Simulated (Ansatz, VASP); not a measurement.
Fe: VASP beside Ansatz

```
Fe
1.0
    -1.18061    1.18061    1.18061
     1.18061   -1.18061    1.18061
     1.18061    1.18061   -1.18061
Fe
1
Direct
  0.00000 0.00000 0.00000
```

Change from the starting cell: volume scaled by 0.58, LAPW.

Alike in both runs: task single point; functional PBE; k mesh 21 × 21 × 21; occupations fermi-dirac, width 0.1 eV; collinear spin.

```csv
,VASP,Ansatz
version,VASP 6.6.1,Ansatz 0.2.0
potentials or method,"VASP PAW PBE potentials, release 64 (Fe), cutoff 520 eV","all-electron LAPW, scalar-relativistic"
```

|  | VASP | Ansatz | Ansatz less VASP |
| --- | --- | --- | --- |
| pressure (GPa) | 361.6 | 362.8 | +1.21 |
| net moment per atom (μB) | 0.58 | 0.74 | +0.158 |
| size of the moment on the site where the two differ most (μB) | 0.55 | 0.75 | +0.198 |

The net moments are unlike, so the other rows may belong to different states. Site moments also hang on the region over which each program counts them. Both programs put the cell under a high pressure, so it lies far from rest at this level. Ansatz ran all-electron here, and VASP with PAW potentials.

Noted on VASP's run: the cell as given lies far from equilibrium.
